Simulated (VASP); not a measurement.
# ScAs2 (P6mm) in VASP: single point with PBE

Aim: the single point of ScAs2 with PBE.

Program: VASP 6.6.1. These are calculated values, not measurements. Logs are shortened: lines on timing, memory, paths and dates and some standing lists are left out, and cuts for length are marked.

### 1 The cell of the first run

The structure is hexagonal, space group P6mm (No. 183). The conventional cell has a = 4.101 Å, b = 4.101 Å, c = 4.932 Å, α = 90.00°, β = 90.00°, γ = 120.00°. Sc (site symmetry 6mm) has 6 As at 2.86 Å within 3.8 Å. Within 3.1 Å of As (site symmetry 3m) lie 3 As at 2.37 Å and 3 Sc at 2.86 Å.

### 2 Single point, PBE

INCAR

```
SYSTEM = ScAs2
ALGO = Normal
EDIFF = 1E-7
ENCUT = 520
GGA = PE
ISIF = 2
ISMEAR = 0
LASPH = .True.
LCHARG = .True.
LELF = .True.
LREAL = .False.
LVHAR = .True.
LWAVE = .False.
NBANDS = 18
NELM = 60
PREC = Accurate
SIGMA = 0.1
```

KPOINTS

```
k-points
0
Gamma
  6 6 4
  0 0 0
```

POSCAR

```
ScAs2
1.0
    4.1011825300      0.0000000000      0.0000000000
   -2.0505912700      3.5517282600      0.0000000000
    0.0000000000      0.0000000000      4.9320300600
Sc As
1 2
Direct
    0.0000000000      0.0000000000      0.0841210300
    0.3333333300      0.6666666700      0.4095357400
    0.6666666700      0.3333333300      0.4095357400
```

Potentials or basis: VASP PAW PBE potentials, release 64 (Sc_sv, As).

Started as:

```bash
cat potpaw_PBE.64/Sc_sv/POTCAR potpaw_PBE.64/As/POTCAR > POTCAR
mpirun -np 1 vasp_std > vasp.out
```

OUTCAR:

```text
SYSTEM = ScAs2
   EDIFF = 1E-7
   ENCUT = 520
   GGA = PE
   ISIF = 2
   ISMEAR = 0
   LASPH = .True.
   LREAL = .False.
   NELM = 60
   PREC = Accurate

 ion  position               nearest neighbor table
   1  0.000  0.000  0.084-   2 2.86   3 2.86   3 2.86   2 2.86   3 2.86   2 2.86
   2  0.333  0.667  0.410-   3 2.37   3 2.37   3 2.37   1 2.86   1 2.86   1 2.86
   3  0.667  0.333  0.410-   2 2.37   2 2.37   2 2.37   1 2.86   1 2.86   1 2.86

  LATTYP: Found a hexagonal cell.
 ALAT       =     4.1011825300
 C/A-ratio  =     1.2025873084

  Lattice vectors:

 A1 = (   4.1011825300,   0.0000000000,   0.0000000000)
 A2 = (  -2.0505912700,   3.5517282600,   0.0000000000)
 A3 = (   0.0000000000,   0.0000000000,   4.9320300600)

Analysis of symmetry for initial positions (statically):
=====================================================================
 Subroutine PRICEL returns:
 Original cell was already a primitive cell.

 Routine SETGRP: Setting up the symmetry group for a
 hexagonal supercell.

 Subroutine GETGRP returns: Found 12 space group operations
 (whereof 12 operations were pure point group operations)
 out of a pool of 24 trial point group operations.

The static configuration has the point symmetry C_6v.

Analysis of symmetry for dynamics (positions and initial velocities):
=====================================================================
 Subroutine PRICEL returns:
 Original cell was already a primitive cell.

 Routine SETGRP: Setting up the symmetry group for a
 hexagonal supercell.

 Subroutine GETGRP returns: Found 12 space group operations
 (whereof 12 operations were pure point group operations)
 out of a pool of 24 trial point group operations.

The dynamic configuration has the point symmetry C_6v.

 Subroutine INISYM returns: Found 12 space group operations
 (whereof 12 operations are pure point group operations),
 and found     1 'primitive' translations

----------------------------------------------------------------------------------------

                                     Primitive cell

  volume of cell :      71.8414

  direct lattice vectors                    reciprocal lattice vectors
     4.101182530  0.000000000  0.000000000     0.243832112  0.140776536  0.000000000
    -2.050591270  3.551728260  0.000000000     0.000000000  0.281553071  0.000000000
     0.000000000  0.000000000  4.932030060     0.000000000  0.000000000  0.202756266

  length of vectors
     4.101182530  4.101182535  4.932030060     0.281553072  0.281553071  0.202756266

  position of ions in fractional coordinates (direct lattice)
     0.000000000  0.000000000  0.084121030
     0.333333330  0.666666670  0.409535740
     0.666666670  0.333333330  0.409535740

  ion indices of the primitive-cell ions
   primitive index   ion index
                 1           1
                 2           2
                 3           3

----------------------------------------------------------------------------------------

 KPOINTS: k-points

Automatic generation of k-mesh.
 Grid dimensions read from file:
 generate k-points for:    6    6    4

 Generating k-lattice:

  Cartesian coordinates                     Fractional coordinates (reciprocal lattice)
     0.040638685  0.023462756  0.000000000     0.166666667  0.000000000  0.000000000
     0.000000000  0.046925512  0.000000000     0.000000000  0.166666667  0.000000000
     0.000000000  0.000000000  0.050689067     0.000000000  0.000000000  0.250000000

  Length of vectors
     0.046925512  0.046925512  0.050689067

  Shift w.r.t. Gamma in fractional coordinates (k-lattice)
     0.000000000  0.000000000  0.000000000

 Subroutine IBZKPT returns following result:
 ===========================================

 Found     21 irreducible k-points:

 Following reciprocal coordinates:
            Coordinates               Weight
  0.000000  0.000000  0.000000      1.000000
  0.166667  0.000000  0.000000      6.000000
  0.333333  0.000000  0.000000      6.000000
  0.500000  0.000000  0.000000      3.000000
  0.166667  0.166667  0.000000      6.000000
  0.333333  0.166667  0.000000     12.000000
[... 13 lines left out ...]
  0.333333  0.166667  0.500000     12.000000
  0.333333  0.333333  0.500000      2.000000
   k-points           NKPTS =     21   k-points in BZ     NKDIM =     21   number of bands    NBANDS=     18
   number of dos      NEDOS =    301   number of ions     NIONS =      3
   total plane-waves  NPLWV =  40960
   dimension x,y,z NGX =    32 NGY =   32 NGZ =   40
   dimension x,y,z NGXF=    64 NGYF=   64 NGZF=   80
   ions per type =               1   2
   NGX,Y,Z   is equivalent  to a cutoff of  12.97, 12.97, 13.48 a.u.
   NGXF,Y,Z  is equivalent  to a cutoff of  25.94, 25.94, 26.97 a.u.
 SYSTEM =  ScAs2
   PREC   = accura    normal or accurate (medium, high low for compatibility)
   ISTART =      0    job   : 0-new  1-cont  2-samecut
   ICHARG =      2    charge: 1-file 2-atom 10-const
   ISPIN  =      1    spin polarized calculation?
   LNONCOLLINEAR =      F non collinear calculations
   LSORBIT =      F    spin-orbit coupling
   LASPH  =      T    aspherical Exc in radial PAW
   ENCUT  =  520.0 eV  38.22 Ry    6.18 a.u.   7.63  7.63  9.17*2*pi/ulx,y,z
   NELM   =     60;   NELMIN=  2; NELMDL= -5     # of ELM steps
   EDIFF  = 0.1E-06   stopping-criterion for ELM
   LREAL  =      F    real-space projection
   EDIFFG = 0.1E-05   stopping-criterion for IOM
   NSW    =      0    number of steps for IOM
   IBRION =     -1    ionic relax: 0-MD 1-quasi-New 2-CG
   NFREE  =      0    steps in history (QN), initial steepest desc. (CG)
   ISIF   =      2    stress and relaxation
   ISYM   =      2    0-nonsym 1-usesym 2-fastsym
   POTIM  = 0.5000    time-step for ionic-motion
   TEBEG  =    0.0;   TEEND  =   0.0 temperature during run
   PSTRESS=    0.0 pullay stress
   NELECT =      21.0000    total number of electrons
   NUPDOWN=      -1.0000    fix difference up-down
   EMIN   =  10.00;   EMAX   =-10.00  energy-range for DOS
   EFERMI =   0.00;   METHOD = LEGACY
   ISMEAR =     0;   SIGMA  =   0.10  broadening in eV -4-tet -1-fermi 0-gaus
   EFERMI_NEDOS =   21; number of points for ismear=-14 and -15
   IALGO  =     38    algorithm
   IMIX   =      4    mixing-type and parameters
     AMIX     =   0.40;   BMIX     =  1.00
     AMIX_MAG =   1.60;   BMIX_MAG =  1.00
  volume/ion in A,a.u.               =      23.95       161.60
  Fermi-wavevector in a.u.,A,eV,Ry     =   1.086483  2.053156 16.060944  1.180446
  Thomas-Fermi vector in A             =   2.222621
   LORBIT       =      0    0 simple, 1 ext, 2 COOP (PROOUT), +10 PAW based schemes
   GGA     = PE    functional components
   LHFCALC =     F    Hartree Fock is set to
   AEXX    =    0.0000 exact exchange contribution
   IVDW    =     0    specifies the selected vdW correction
   LEPSILON=     F    determine dielectric tensor
   LRPA    =     F    only Hartree local field effects (RPA)
 non-spin polarized calculation
 Gauss-broadening in eV      SIGMA  =   0.10
  energy-cutoff  :      520.00
  volume of cell :       71.84
 maximum number of plane-waves:      1962
 NGX is ok and might be reduce to    32
   NGX = 15   NGY = 15   NGZ = 19

 number of electron      20.9999999 magnetization

 Free energy of the ion-electron system (eV)
  ---------------------------------------------------
  ext. energy  EPLUGINS =         0.00000000
  ---------------------------------------------------
  free energy    TOTEN  =       -14.87486891 eV

  energy without entropy =      -14.86283514  energy(sigma->0) =      -14.86885202

 E-fermi :   4.6971     XC(G=0):  -9.3801

 val. band max:        4.6894412021   @ k =   0.3333   0.0000   0.0000
 cond. band min:       4.7421288452   @ k =   0.0000   0.0000   0.2500
 fundamental gap:      0.0526876431
 Fermi energy:         4.6970882951

 k-point     1 :       0.0000    0.0000    0.0000
  band No.  band energies     occupation
      1     -45.5282      2.00000
      2     -24.2924      2.00000
      3     -24.1190      2.00000
      4     -24.1190      2.00000
      5     -10.2845      2.00000
      6      -0.8331      2.00000
[... 10 lines left out ...]
     17       7.5301      0.00000
     18       7.5301      0.00000

 k-point     2 :       0.1667    0.0000    0.0000
  band No.  band energies     occupation
      1     -45.5277      2.00000
      2     -24.2905      2.00000
      3     -24.1285      2.00000
      4     -24.1212      2.00000
      5     -10.0033      2.00000
      6      -3.0539      2.00000
[... 10 lines left out ...]
     17       7.7826      0.00000
     18       7.8716      0.00000

 k-point     3 :       0.3333    0.0000    0.0000
  band No.  band energies     occupation
      1     -45.5267      2.00000
      2     -24.2865      2.00000
      3     -24.1473      2.00000
      4     -24.1255      2.00000
      5      -9.2109      2.00000
      6      -5.3324      2.00000
[... 10 lines left out ...]
     17       8.4655      0.00000
     18       9.4500      0.00000

 k-point     4 :       0.5000    0.0000    0.0000
  band No.  band energies     occupation
      1     -45.5261      2.00000
      2     -24.2844      2.00000
      3     -24.1567      2.00000
      4     -24.1277      2.00000
      5      -8.4441      2.00000
      6      -6.6059      2.00000
[... 10 lines left out ...]
     17       8.9383      0.00000
     18      10.4778      0.00000

 k-point     5 :       0.1667    0.1667    0.0000
  band No.  band energies     occupation
      1     -45.5269      2.00000
      2     -24.2876      2.00000
      3     -24.1408      2.00000
      4     -24.1263      2.00000
      5      -9.4601      2.00000
      6      -4.7222      2.00000
[... 10 lines left out ...]
     17       7.7242      0.00000
     18       8.8268      0.00000

 k-point     6 :       0.3333    0.1667    0.0000
  band No.  band energies     occupation
      1     -45.5261      2.00000
      2     -24.2845      2.00000
      3     -24.1518      2.00000
      4     -24.1326      2.00000
      5      -8.5099      2.00000
      6      -6.4078      2.00000
[... 10 lines left out ...]
     17       8.8264      0.00000
     18       9.4888      0.00000

 k-point     7 :       0.3333    0.3333    0.0000
  band No.  band energies     occupation
      1     -45.5259      2.00000
      2     -24.2835      2.00000
      3     -24.1451      2.00000
      4     -24.1451      2.00000
      5      -7.5071      2.00000
      6      -7.5071      2.00000
[... 10 lines left out ...]
     17       8.0422      0.00000
     18       9.5819      0.00000

 k-point     8 :       0.0000    0.0000    0.2500
  band No.  band energies     occupation
      1     -45.5282      2.00000
      2     -24.2938      2.00000
      3     -24.1190      2.00000
      4     -24.1190      2.00000
      5     -10.2442      2.00000
      6      -0.8502      2.00000
[... 10 lines left out ...]
     17       7.9554      0.00000
     18       7.9554      0.00000
[... 166 lines left out ...]
     17       8.5436      0.00000
     18       8.6120      0.00000

 k-point    17 :       0.3333    0.0000    0.5000
  band No.  band energies     occupation
      1     -45.5266      2.00000
      2     -24.2888      2.00000
      3     -24.1469      2.00000
      4     -24.1253      2.00000
      5      -9.1587      2.00000
      6      -5.2729      2.00000
[... 10 lines left out ...]
     17       8.8941      0.00000
     18       9.4008      0.00000

 k-point    18 :       0.5000    0.0000    0.5000
  band No.  band energies     occupation
      1     -45.5261      2.00000
      2     -24.2866      2.00000
      3     -24.1562      2.00000
      4     -24.1275      2.00000
      5      -8.4217      2.00000
      6      -6.5249      2.00000
[... 10 lines left out ...]
     17       9.3581      0.00000
     18      10.3451      0.00000

 k-point    19 :       0.1667    0.1667    0.5000
  band No.  band energies     occupation
      1     -45.5269      2.00000
      2     -24.2899      2.00000
      3     -24.1404      2.00000
      4     -24.1261      2.00000
      5      -9.4002      2.00000
      6      -4.6754      2.00000
[... 10 lines left out ...]
     17       8.0092      0.00000
     18       9.7062      0.00000

 k-point    20 :       0.3333    0.1667    0.5000
  band No.  band energies     occupation
      1     -45.5261      2.00000
      2     -24.2866      2.00000
      3     -24.1513      2.00000
      4     -24.1323      2.00000
      5      -8.4747      2.00000
      6      -6.3597      2.00000
[... 10 lines left out ...]
     17       8.3438      0.00000
     18      11.0066      0.00000

 k-point    21 :       0.3333    0.3333    0.5000
  band No.  band energies     occupation
      1     -45.5258      2.00000
      2     -24.2855      2.00000
      3     -24.1447      2.00000
      4     -24.1447      2.00000
      5      -7.4782      2.00000
      6      -7.4782      2.00000
[... 10 lines left out ...]
     17       8.0292      0.00000
     18       9.4462      0.00000

------------------------ aborting loop because EDIFF is reached ----------------------------------------

  FORCE on cell =-STRESS in cart. coord.  units (eV):
  Direction    XX          YY          ZZ          XY          YZ          ZX
  --------------------------------------------------------------------------------------
  -------------------------------------------------------------------------------------
  Total        8.2910119      8.2910120     -2.7732156     -0.0000000     -0.0000000     -0.0000000
  in kB      184.9028388    184.9028392    -61.8471480     -0.0000003     -0.0000000     -0.0000000
  external PRESSURE =     102.6528433 kB  Pullay stress =       0.0000000 kB

 VOLUME and BASIS-vectors are now :
 -----------------------------------------------------------------------------
  energy-cutoff  :      520.00
  volume of cell :       71.84
      direct lattice vectors                 reciprocal lattice vectors
     4.101182530  0.000000000  0.000000000     0.243832112  0.140776536  0.000000000
    -2.050591270  3.551728260  0.000000000     0.000000000  0.281553071  0.000000000
     0.000000000  0.000000000  4.932030060     0.000000000  0.000000000  0.202756266

 POSITION                                       TOTAL-FORCE (eV/Angst)
 -----------------------------------------------------------------------------------
      0.00000      0.00000      0.41489        -0.000000      0.000000     -0.176680
     -0.00000      2.36782      2.01984        -0.000000      0.000000      0.088340
      2.05059      1.18391      2.01984         0.000000     -0.000000      0.088340
 -----------------------------------------------------------------------------------
    total drift:                                0.000000      0.000000     -0.000348

  FREE ENERGIE OF THE ION-ELECTRON SYSTEM (eV)
  ---------------------------------------------------
  free  energy   TOTEN  =       -14.8748689059 eV

  energy  without entropy=      -14.8628351432  energy(sigma->0) =      -14.86885202
```

Run time: 41 s. Hardware: 1 thread of Intel Xeon 8259CL, shared host; peak memory 0.2 GiB.

What came out:

- Free energy: -14.8749 eV
- Pressure: 10.3 GPa
- Largest force: 0.177 eV/Å

Forces on the atoms (eV/Å):
```
Sc   0.000  0.000 -0.177
As   0.000  0.000  0.088
As   0.000  0.000  0.088
```
